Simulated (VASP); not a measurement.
# Hf in VASP: further runs, part 2 of 3

VASP 6.6.1.

### 3 Relaxation of cell and atoms, BLYP

INCAR reads:

```
SYSTEM = Hf
AGGAC = 1.0 ; AGGAX = 1.0
ALDAC = 0.0 ; ALDAX = 1.0
ALGO = Normal ; EDIFF = 1E-7
EDIFFG = -0.01 ; ENCUT = 600
GGA = B5 ; IBRION = 2
ISIF = 3 ; ISMEAR = -1
LASPH = .True. ; LCHARG = .False.
LREAL = .False. ; LWAVE = .False.
NELM = 100 ; NSW = 60
PREC = Accurate ; SIGMA = 0.05
```

KPOINTS reads:

```
k-points
0
Gamma
  10 10 10
  0 0 0
```

POSCAR reads:

```
Hf
1.0
   -1.8050000000      1.8050000000      1.8050000000
    1.8050000000     -1.8050000000      1.8050000000
    1.8050000000      1.8050000000     -1.8050000000
Hf
1
Direct
    0.0000000000      0.0000000000      0.0000000000
```

Potentials or basis: VASP PAW PBE potentials, release 64 (Hf_pv).

On the command line:

```sh
$ cat potpaw_PBE.64/Hf_pv/POTCAR > POTCAR
$ mpirun -np 1 vasp_std > vasp.out
```

OUTCAR:

```text
SYSTEM = Hf
   EDIFF = 1E-7
   EDIFFG = -0.01
   ENCUT = 600
   GGA = B5
   IBRION = 2
   ISIF = 3
   ISMEAR = -1
   LASPH = .True.
   LREAL = .False.
   NELM = 100
   NSW = 60
   PREC = Accurate

 ion  position               nearest neighbor table
   1  0.000  0.000  0.000-

  LATTYP: Found a body centered cubic cell.
 ALAT       =     3.6100000000

  Lattice vectors:

 A1 = (  -1.8050000000,   1.8050000000,   1.8050000000)
 A2 = (   1.8050000000,  -1.8050000000,   1.8050000000)
 A3 = (   1.8050000000,   1.8050000000,  -1.8050000000)

Analysis of symmetry for initial positions (statically):
=====================================================================
 Subroutine PRICEL returns:
 Original cell was already a primitive cell.

 Routine SETGRP: Setting up the symmetry group for a
 body centered cubic supercell.

 Subroutine GETGRP returns: Found 48 space group operations
[... 9 lines left out ...]

 Routine SETGRP: Setting up the symmetry group for a
 body centered cubic supercell.

 Subroutine GETGRP returns: Found 48 space group operations
[... 11 lines left out ...]
                                     Primitive cell

  volume of cell :      23.5229

  direct lattice vectors                    reciprocal lattice vectors
    -1.805000000  1.805000000  1.805000000     0.000000000  0.277008310  0.277008310
     1.805000000 -1.805000000  1.805000000     0.277008310  0.000000000  0.277008310
     1.805000000  1.805000000 -1.805000000     0.277008310  0.277008310  0.000000000

  length of vectors
     3.126351708  3.126351708  3.126351708     0.391748909  0.391748909  0.391748909

  position of ions in fractional coordinates (direct lattice)
     0.000000000  0.000000000  0.000000000

  ion indices of the primitive-cell ions
   primitive index   ion index
                 1           1

----------------------------------------------------------------------------------------

 KPOINTS: k-points

Automatic generation of k-mesh.
 Grid dimensions read from file:
 generate k-points for:   10   10   10

 Generating k-lattice:

  Cartesian coordinates                     Fractional coordinates (reciprocal lattice)
     0.000000000  0.027700831  0.027700831     0.100000000  0.000000000  0.000000000
     0.027700831  0.000000000  0.027700831     0.000000000  0.100000000  0.000000000
     0.027700831  0.027700831  0.000000000     0.000000000  0.000000000  0.100000000

  Length of vectors
     0.039174891  0.039174891  0.039174891

  Shift w.r.t. Gamma in fractional coordinates (k-lattice)
     0.000000000  0.000000000  0.000000000

 Subroutine IBZKPT returns following result:
 ===========================================

 Found     47 irreducible k-points:

 Following reciprocal coordinates:
            Coordinates               Weight
  0.000000  0.000000  0.000000      1.000000
  0.100000  0.000000  0.000000     12.000000
  0.200000  0.000000  0.000000     12.000000
  0.300000  0.000000  0.000000     12.000000
  0.400000  0.000000  0.000000     12.000000
  0.500000  0.000000  0.000000      6.000000
[... 16 lines left out ...]
  0.300000  0.300000  0.100000      8.000000
 -0.300000  0.300000  0.100000     24.000000
 [... further k-points ...]
   k-points           NKPTS =     47   k-points in BZ     NKDIM =     47   number of bands    NBANDS=      9
   number of dos      NEDOS =    301   number of ions     NIONS =      1
   total plane-waves  NPLWV =  21952
   dimension x,y,z NGX =    28 NGY =   28 NGZ =   28
   dimension x,y,z NGXF=    56 NGYF=   56 NGZF=   56
   ions per type =               1
   NGX,Y,Z   is equivalent  to a cutoff of  14.89, 14.89, 14.89 a.u.
   NGXF,Y,Z  is equivalent  to a cutoff of  29.78, 29.78, 29.78 a.u.
 SYSTEM =  Hf
   PREC   = accura    normal or accurate (medium, high low for compatibility)
   ISTART =      0    job   : 0-new  1-cont  2-samecut
   ICHARG =      2    charge: 1-file 2-atom 10-const
   ISPIN  =      1    spin polarized calculation?
   LNONCOLLINEAR =      F non collinear calculations
   LSORBIT =      F    spin-orbit coupling
   LASPH  =      T    aspherical Exc in radial PAW
   ENCUT  =  600.0 eV  44.10 Ry    6.64 a.u.   6.24  6.24  6.24*2*pi/ulx,y,z
   NELM   =    100;   NELMIN=  2; NELMDL= -5     # of ELM steps
   EDIFF  = 0.1E-06   stopping-criterion for ELM
   LREAL  =      F    real-space projection
   EDIFFG = -.1E-01   stopping-criterion for IOM
   NSW    =     60    number of steps for IOM
   IBRION =      2    ionic relax: 0-MD 1-quasi-New 2-CG
   NFREE  =      1    steps in history (QN), initial steepest desc. (CG)
   ISIF   =      3    stress and relaxation
   ISYM   =      2    0-nonsym 1-usesym 2-fastsym
   POTIM  = 0.5000    time-step for ionic-motion
   TEBEG  =    0.0;   TEEND  =   0.0 temperature during run
   PSTRESS=    0.0 pullay stress
   NELECT =      10.0000    total number of electrons
   NUPDOWN=      -1.0000    fix difference up-down
   EMIN   =  10.00;   EMAX   =-10.00  energy-range for DOS
   EFERMI =   0.00;   METHOD = LEGACY
   ISMEAR =    -1;   SIGMA  =   0.05  broadening in eV -4-tet -1-fermi 0-gaus
   EFERMI_NEDOS =   21; number of points for ismear=-14 and -15
   IALGO  =     38    algorithm
   IMIX   =      4    mixing-type and parameters
     AMIX     =   0.40;   BMIX     =  1.00
     AMIX_MAG =   1.60;   BMIX_MAG =  1.00
  volume/ion in A,a.u.               =      23.52       158.74
  Fermi-wavevector in a.u.,A,eV,Ry     =   1.230961  2.326179 20.616432  1.515265
  Thomas-Fermi vector in A             =   2.365789
   LORBIT       =      0    0 simple, 1 ext, 2 COOP (PROOUT), +10 PAW based schemes
   GGA     = B5    functional components
   LHFCALC =     F    Hartree Fock is set to
   AEXX    =    0.0000 exact exchange contribution
   IVDW    =     0    specifies the selected vdW correction
   LEPSILON=     F    determine dielectric tensor
   LRPA    =     F    only Hartree local field effects (RPA)
 conjugate gradient relaxation of ions
 non-spin polarized calculation
  energy-cutoff  :      600.00
  volume of cell :       23.52
 maximum number of plane-waves:       802
 NGX is ok and might be reduce to    28
   NGX = 13   NGY = 13   NGZ = 13

--------------------------------------- Ionic step        1  -------------------------------------------

 number of electron      10.0000000 magnetization

 number of electron       9.9999999 magnetization

 Free energy of the ion-electron system (eV)
  ---------------------------------------------------
  ext. energy  EPLUGINS =         0.00000000
  ---------------------------------------------------
  free energy    TOTEN  =        -8.45035292 eV

  energy without entropy =       -8.43565296  energy(sigma->0) =       -8.44300294

------------------------ aborting loop because EDIFF is reached ----------------------------------------

  FORCE on cell =-STRESS in cart. coord.  units (eV):
  Direction    XX          YY          ZZ          XY          YZ          ZX
  --------------------------------------------------------------------------------------
  -------------------------------------------------------------------------------------
  Total       -0.3729973     -0.3729973     -0.3729973      0.0000000     -0.0000000      0.0000000
  in kB      -25.4053229    -25.4053229    -25.4053229      0.0000000     -0.0000000      0.0000000
  external PRESSURE =     -25.4053229 kB  Pullay stress =       0.0000000 kB
[... 55 lines left out ...]
  energy  without entropy=       -8.4365632328  energy(sigma->0) =       -8.44343262

--------------------------------------- Ionic step        3  -------------------------------------------

 number of electron       9.9999999 magnetization

 Free energy of the ion-electron system (eV)
  ---------------------------------------------------
  ext. energy  EPLUGINS =         0.00000000
  ---------------------------------------------------
  free energy    TOTEN  =        -8.45546490 eV

  energy without entropy =       -8.44134769  energy(sigma->0) =       -8.44840630

 E-fermi :   4.9644     XC(G=0): -10.6020

 val. band max:        4.9089906745   @ k =  -0.4000   0.4000   0.1000
 cond. band min:       4.9736022118   @ k =   0.3000   0.0000   0.0000
 fundamental gap:      0.0646115373
 Fermi energy:         4.9644121068

 k-point     1 :       0.0000    0.0000    0.0000
  band No.  band energies     occupation
      1     -24.8912      2.00000
      2     -24.8912      2.00000
      3     -24.8912      2.00000
      4      -1.8829      2.00000
      5       6.3375      0.00000
      6       6.3375      0.00000
      7       6.3375      0.00000
      8       9.0351      0.00000
      9       9.0351      0.00000
[... 265 lines left out ...]
 k-point    24 :      -0.3000    0.3000    0.1000
  band No.  band energies     occupation
      1     -25.3953      2.00000
      2     -25.0847      2.00000
      3     -24.9513      2.00000
      4       0.9951      2.00000
      5       5.1656      0.03513
      6       5.2988      0.00249
      7       7.7852      0.00000
      8       9.1734      0.00000
      9       9.7807      0.00000

 [... further k-points ...]
[... 5 lines left out ...]
  --------------------------------------------------------------------------------------
  -------------------------------------------------------------------------------------
  Total       -0.0025770     -0.0025770     -0.0025770      0.0000000      0.0000000     -0.0000000
  in kB       -0.1803620     -0.1803620     -0.1803620      0.0000000      0.0000000     -0.0000000
  external PRESSURE =      -0.1803620 kB  Pullay stress =       0.0000000 kB
[... 16 lines left out ...]
  FREE ENERGIE OF THE ION-ELECTRON SYSTEM (eV)
  ---------------------------------------------------
  free  energy   TOTEN  =        -8.4554648968 eV

  energy  without entropy=       -8.4413476948  energy(sigma->0) =       -8.44840630

 reached required accuracy - stopping structural energy minimisation
```

CONTCAR:

```text
Hf
   1.00000000000000
    -1.7887157398448097    1.7887157398448097    1.7887157398448097
     1.7887157398448097   -1.7887157398448097    1.7887157398448097
     1.7887157398448097    1.7887157398448097   -1.7887157398448097
  Hf
     1
Direct
     0.0000000000000000    0.0000000000000000    0.0000000000000000

  0.00000000E+00  0.00000000E+00  0.00000000E+00
```

Wall time 29 s (1 thread of Intel Xeon 6975P-C (Granite Rapids), shared host); peak memory 0.17 GiB.

What came out:

```
Free energy                            : -8.4555 eV
Relaxed volume                         : 22.89 Å³/atom
Relaxed cell                           : a = 3.098 Å, b = 3.098 Å, c = 3.098 Å, α = 109.47°, β = 109.47°, γ = 109.47°
Space group after relaxing (to 0.05 Å) : Im-3m (No. 229)
Energy gained by relaxing              : 5.1 meV/atom
Ionic steps                            : 3
Pressure after relaxing                : 0.0 GPa
Band gap on the k mesh                 : zero (band 5 reaches 6.34 eV, above the bottom of band 6 at 4.22 eV)
```

Step by step:
```csv
step,energy change (eV),largest force (eV/Å),pressure (GPa),volume (Å³)
1,0.0000,0.0000,-2.54,23.52
2,0.0001,0.0000,2.75,22.28
3,-0.0051,0.0000,-0.02,22.89
```

Final structure:
```
CELL_PARAMETERS angstrom
-1.78872 1.78872 1.78872
1.78872 -1.78872 1.78872
1.78872 1.78872 -1.78872
ATOMIC_POSITIONS crystal
Hf 0.00000 0.00000 0.00000
```

Levels at points of the mesh, in eV from the Fermi level:
| k point | band 2 | band 3 | band 4 | band 5 | band 6 | band 7 | band 8 | band 9 |
| --- | --- | --- | --- | --- | --- | --- | --- | --- |
| (0.00, 0.00, 0.00) | -29.86 | -29.86 | -6.85 | 1.37 | 1.37 | 1.37 | 4.07 | 4.07 |
| (0.50, 0.00, 0.00) | -30.11 | -29.86 | -3.29 | -0.55 | 1.18 | 3.88 | 4.83 | 7.20 |
| (0.50, 0.50, 0.50) | -30.40 | -30.40 | -2.50 | -2.50 | 6.41 | 6.41 | 6.41 | 7.20 |

Caveat: the PAW data sets were made with another functional, which shifts forces and pressure a little; spin-orbit coupling is left out, which moves the levels of the heavy elements.

### 4 Relaxation of cell and atoms, r2SCAN

POSCAR is that of step 3.

INCAR.step1 reads:

```
SYSTEM = Hf
PREC = Accurate ; ENCUT = 600
ISMEAR = -1 ; SIGMA = 0.05
LREAL = .False. ; LASPH = .True.
NELM = 100 ; GGA = PE
ALGO = Normal ; EDIFF = 1E-4
LWAVE = .True. ; LCHARG = .False.
```

INCAR.step2 reads:

```
SYSTEM = Hf
PREC = Accurate ; ENCUT = 600
EDIFF = 1E-6 ; ISMEAR = -1
SIGMA = 0.05 ; LREAL = .False.
LASPH = .True. ; NELM = 100
ALGO = Normal ; ISIF = 3
LWAVE = .False. ; LCHARG = .False.
METAGGA = R2SCAN ; LMIXTAU = .True.
IBRION = 2 ; NSW = 60
EDIFFG = -0.01 ; ISTART = 1
```

KPOINTS reads:

```
regular mesh
0
Gamma
  10 10 10
  0 0 0
```

On the command line:

```sh
$ cat potpaw_PBE.64/Hf_pv/POTCAR > POTCAR
$ cp INCAR.step1 INCAR
$ mpirun -np 1 vasp_std > vasp.out
$ cp INCAR.step2 INCAR
$ mpirun -np 1 vasp_std > vasp.out
```

It took 90 s on 1 thread of Intel Xeon 6975P-C (Granite Rapids), shared host; peak memory 0.18 GiB.

It converged, with:

```
Free energy                            : -44.9521 eV
Relaxed volume                         : 22.09 Å³/atom
Relaxed cell                           : a = 3.062 Å, b = 3.062 Å, c = 3.062 Å, α = 109.47°, β = 109.47°, γ = 109.47°
Space group after relaxing (to 0.05 Å) : Im-3m (No. 229)
Energy gained by relaxing              : 27.7 meV/atom
Ionic steps                            : 4
Pressure after relaxing                : 0.0 GPa
Band gap on the k mesh                 : zero (band 5 reaches 6.32 eV, above the bottom of band 6 at 3.75 eV)
```

The path:
```tsv
step	energy change (eV)	largest force (eV/Å)	pressure (GPa)	volume (Å³)
1	0.0000	0.0000	-5.98	23.52
2	0.0065	0.0000	7.99	20.66
3	-0.0277	0.0000	-0.11	22.12
4	-0.0277	0.0000	0.05	22.09
```

Final structure:
```cif
data_structure
_symmetry_space_group_name_H-M 'P 1'
_symmetry_Int_Tables_number 1
_cell_length_a 3.0616
_cell_length_b 3.0616
_cell_length_c 3.0616
_cell_angle_alpha 109.471
_cell_angle_beta 109.471
_cell_angle_gamma 109.471
_cell_volume 22.09
loop_
_atom_site_label
_atom_site_type_symbol
_atom_site_fract_x
_atom_site_fract_y
_atom_site_fract_z
_atom_site_occupancy
Hf1 Hf 0.00000 0.00000 0.00000 1
```

Levels at points of the mesh, in eV from the Fermi level:
```
           k point  band 2  band 3  band 4  band 5  band 6  band 7  band 8  band 9
(0.00, 0.00, 0.00)  -30.93  -30.93   -7.43    1.78    1.78    1.78    4.64    4.64
(0.50, 0.00, 0.00)  -31.21  -30.94   -3.51   -0.41    0.91    4.52    5.53    8.04
(0.50, 0.50, 0.50)  -31.53  -31.53   -2.76   -2.76    7.19    7.19    7.19    7.60
```

Caveat: the PAW data sets were made with another functional, which shifts forces and pressure a little; spin-orbit coupling is left out, which moves the levels of the heavy elements.

### 5 Single point, PBE

INCAR reads:

```
PREC = Accurate
ENCUT = 520
EDIFF = 1E-6
ISMEAR = -1
SIGMA = 0.1
LREAL = F
LASPH = T
NELM = 100
ALGO = Fast
ISIF = 2
LWAVE = F
LCHARG = T
GGA = PE
LELF = T
LVHAR = T
NBANDS = 11
```

KPOINTS reads:

```
regular mesh
0
Gamma
  7 7 8
```

POSCAR reads:

```
Hf
1.0
   -1.7353850000      1.7880950000      1.8403380000
    1.7684040000     -1.7610630000      1.8463250000
    1.7817980000      1.8074760000     -1.8133060000
Hf
1
Direct
   -0.0165250000     -0.0068030000     -0.0104090000
```

On the command line:

```sh
$ cat potpaw_PBE.64/Hf_pv/POTCAR > POTCAR
$ mpirun -np 1 vasp_std > vasp.out
```

It took 29 s on 1 thread of Intel Xeon Platinum 8259CL at 2.50GHz (Skylake/Cascade Lake), shared host; peak memory 0.17 GiB.

The run converged. Its results:

```
Free energy            : -9.7512 eV
Pressure               : -4.8 GPa
Band gap on the k mesh : zero (band 5 reaches 5.44 eV, above the bottom of band 6 at 3.74 eV)
```

Stress tensor (GPa, compression positive):
```
-5.40 -1.67 -0.81
-1.67 -4.97 -0.65
-0.81 -0.65 -3.94
```

Levels at points of the mesh, in eV from the Fermi level:
```csv
k point,band 3,band 4,band 5,band 6,band 7,band 8
"(0.00, 0.00, 0.00)",-30.02,-6.87,1.18,1.46,1.80,3.89
"(0.00, 0.00, 0.50)",-30.04,-3.24,-0.68,0.85,4.34,5.18
```

Caveat: spin-orbit coupling is left out, which moves the levels of the heavy elements.

(Continued in part 3 of 3.)
